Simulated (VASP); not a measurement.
Runs of VASP 6.6.1 on ZrC (rocksalt type). The structure is that of space group Fm-3m (No. 225), or close to it. The cells are those of the table. 

| task | level | cell | gap on the mesh (eV) | pressure (GPa) |
| --- | --- | --- | --- | --- |
| single point | PBE | a = 3.362 Å, angles 60.0°, 2 atoms | none | -6.0 |
| electric field gradients | r2SCAN | a = 3.329 Å, angles 60.0°, 2 atoms | none | (b) |
| single point | PBE | a = 3.329 Å, angles 60.0°, 2 atoms | none | 0.3 |
| electric field gradients | r2SCAN | a = 3.284 Å, angles 60.0°, 2 atoms | none | 10.9 |
| single point | PBE | a = 3.296 Å, angles 60.0°, 2 atoms | none | (a) |
| single point | PBE | a = 3.262 Å, angles 60.0°, 2 atoms | none | 15.7 |
| electric field gradients | PBE | a = 3.395 Å, angles 60.0°, 2 atoms | none | -11.3 |

Alike in all rows: potentials or basis VASP PAW PBE potentials, release 64 (Zr_sv, C); no spin polarisation; k mesh 14 × 14 × 14; cutoff (eV) 520; smearing fermi-dirac 0.05 eV.

Question: Estimate the missing entries.

Answer: (a) 7.5; (b) 0.6.

Caveats: the PAW data sets were made with another functional, which shifts forces and pressure a little (some runs).

A k mesh can miss the band edges, and the runs leave out spin-orbit coupling on Zr.

A gap of «none» marks levels without a gap at the run's occupations.
